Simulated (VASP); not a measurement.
The system is Al2Pt.

```xyz
3
Lattice="0.0000 2.9550 2.9550 2.9550 0.0000 2.9550 2.9550 2.9550 0.0000" Properties=species:S:1:pos:R:3 pbc="T T T"
Pt    0.0000    0.0000    0.0000
Al    4.4325    4.4325    4.4325
Al    1.4775    1.4775    1.4775
```

```yaml
Program: VASP 6.6.1
Task: relaxation of cell and atoms
Functional: PBE
Potentials_or_basis: VASP PAW PBE potentials, release 64 (Pt, Al)
Cutoff: 600 eV
k_mesh: 8 × 8 × 8
Occupations: fermi-dirac, width 0.05 eV
Spin: no spin polarisation
```

At the start: pressure 2.4 GPa; volume 17.20 Å³/atom.

Task: Where does the relaxation end?

Result: Over 3 steps the energy falls by 2.2 meV/atom and the volume is 17.51 Å³/atom (+1.8 %); space group Fm-3m (No. 225, to 0.05 Å).

Step by step:
| step | energy change (eV) | largest force (eV/Å) | pressure (GPa) | volume (Å³) |
| --- | --- | --- | --- | --- |
| 1 | 0.0000 | 0.0000 | 2.35 | 51.61 |
| 2 | 0.0010 | 0.0000 | -2.43 | 53.52 |
| 3 | -0.0065 | 0.0000 | -0.02 | 52.52 |

Final structure:
```
Pt Al
1.0
     0.00000    2.97241    2.97241
     2.97241    0.00000    2.97241
     2.97241    2.97241    0.00000
Pt Al
1 2
Direct
  0.00000 0.00000 0.00000
  0.75000 0.75000 0.75000
  0.25000 0.25000 0.25000
```
